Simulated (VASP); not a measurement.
A run of VASP 6.6.1 is set up as follows.

INCAR

```
ALGO     = Normal         # electronic algorithm
EDIFF    = 1E-6           # SCF threshold, eV
ENCUT    = 500            # plane-wave cutoff, eV
GGA      = PS             # functional
GGA_COMPAT= F            
ISIF     = 2              # what is computed and relaxed
ISMEAR   = -1             # smearing method
LASPH    = T              # aspherical terms in the spheres
LCHARG   = T              # write CHGCAR
LELF     = T              # ELF
LREAL    = F              # projectors in reciprocal space
LVHAR    = T            
LWAVE    = F              # write WAVECAR
NBANDS   = 12             # bands
NELM     = 120            # most SCF steps
PREC     = Accurate       # precision mode
SIGMA    = 0.05           # smearing width, eV
```

The input KPOINTS:

```
k-points
0
Gamma
  13 13 13
```

Contents of POSCAR:

```
Ag
1.0
    0.0000000000      2.0268050000      2.0268050000
    2.0268050000      0.0000000000      2.0268050000
    2.0268050000      2.0268050000      0.0000000000
Ag
1
Direct
    0.0000000000      0.0000000000      0.0000000000
```

Potentials or basis: VASP PAW PBE potentials, release 64 (Ag).

Launch:

```sh
$ cat potpaw_PBE.64/Ag/POTCAR > POTCAR
$ mpirun -np 1 vasp_std > vasp.out
```

Question: Estimate the pressure.

Answer: -0.4 GPa.

Caveat: the PAW data sets were made with another functional, which shifts forces and pressure a little.
